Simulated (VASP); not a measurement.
Set up this calculation in VASP 6.6.1, as the native input.

```yaml
Task: single point
Functional: PBEsol
Potentials_or_basis: VASP PAW PBE potentials, release 64 (Hg, Te)
Cutoff: 520 eV
k_mesh: 14 × 14 × 14
Occupations: gaussian, width 0.15 eV
Spin: no spin polarisation
Dipole_correction: no
Further_INCAR_settings: ALGO = Normal; EDIFF = 1e-06; NBANDS = 16
```

The structure of HgTe lies in POSCAR:

```
HgTe
1.0
    0.0040293750      3.2235000000      3.2235000000
    3.2235000000      0.0040293750      3.2235000000
    3.2275293750      3.2275293750      0.0000000000
Hg Te
1 1
Direct
    0.0000000000      0.0000000000      0.0000000000
    0.7500000000      0.7500000000      0.7500000000
```

This cell differs from its parent crystal: strain +0.0025 x Voigt [0, 0, 0, 0, 0, 1].

The input as run:

INCAR

```
SYSTEM = HgTe
ALGO     = Normal         ! electronic algorithm
EDIFF    = 1E-6           ! SCF threshold, eV
ENCUT    = 520            ! plane-wave cutoff, eV
GGA      = PS             ! functional
ISIF     = 2              ! what is computed and relaxed
ISMEAR   = 0              ! smearing method
LASPH    = .TRUE.         ! aspherical terms in the spheres
LCHARG   = .TRUE.         ! write CHGCAR
LELF     = .TRUE.         ! ELF
LREAL    = .FALSE.        ! projectors in reciprocal space
LVHAR    = .TRUE.       
LWAVE    = .FALSE.        ! write WAVECAR
NBANDS   = 16             ! bands
NELM     = 100            ! most SCF steps
PREC     = Accurate       ! precision mode
SIGMA    = 0.15           ! smearing width, eV
```

KPOINTS

```
k-points
0
G
  14 14 14
  0 0 0
```

Potentials or basis: VASP PAW PBE potentials, release 64 (Hg, Te).

The run is started by

```bash
$ cat potpaw_PBE.64/Hg/POTCAR potpaw_PBE.64/Te/POTCAR > POTCAR
$ mpirun -np 1 vasp_std > vasp.out
```

It gave:

* Pressure: 1.4 GPa
* Largest force: 0.015 eV/Å

Caveat: the cell differs from its parent crystal (strain +0.0025 x Voigt [0, 0, 0, 0, 0, 1]); the PAW data sets were made with another functional, which shifts forces and pressure a little.

Run time: 3 min on 1 thread of Intel(R) Xeon(R) 6975P-C (Granite Rapids), on a shared host, peak memory 0.58 GiB.
